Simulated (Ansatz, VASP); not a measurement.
Two plane-wave programs on CuGe4

```
Ge Cu
1.0
     4.03036    0.00000    0.00000
    -2.01518    3.49039    0.00000
     0.00000    0.00000   21.49841
Ge Cu
4 1
Direct
  0.33333 0.66667 0.18606
  0.00000 0.00000 0.22433
  0.00000 0.00000 0.34592
  0.66667 0.33333 0.38135
  0.88889 0.77778 0.53485
```

Alike in both runs: task single point; functional PBE; dispersion D3(BJ); k mesh 9 × 9 × 1; occupations gaussian, width 0.1 eV; no spin polarisation.

|  | VASP | Ansatz |
| --- | --- | --- |
| version | VASP 6.6.1 | Ansatz 0.2.0 |
| potentials or method | VASP PAW PBE potentials, release 64 (Ge_d, Cu), cutoff 520 eV | scalar-relativistic, plane waves, PAW |
| valence electrons in the cell | 67 | 75 |

|  | VASP | Ansatz | Ansatz less VASP |
| --- | --- | --- | --- |
| gap on the k mesh at the Fermi level (eV) | none | none | - |
| rms of the force components (eV/Å) | 0.197 | 0.197 | +0.0002 |

Atom by atom the forces differ by 0.001 eV/Å (rms over components). A gap of «none» marks a metal or a gap that the smearing closes. VASP's potentials hold 67 valence electrons a cell and Ansatz's 75, so a difference there can come from the potentials and not from the codes.
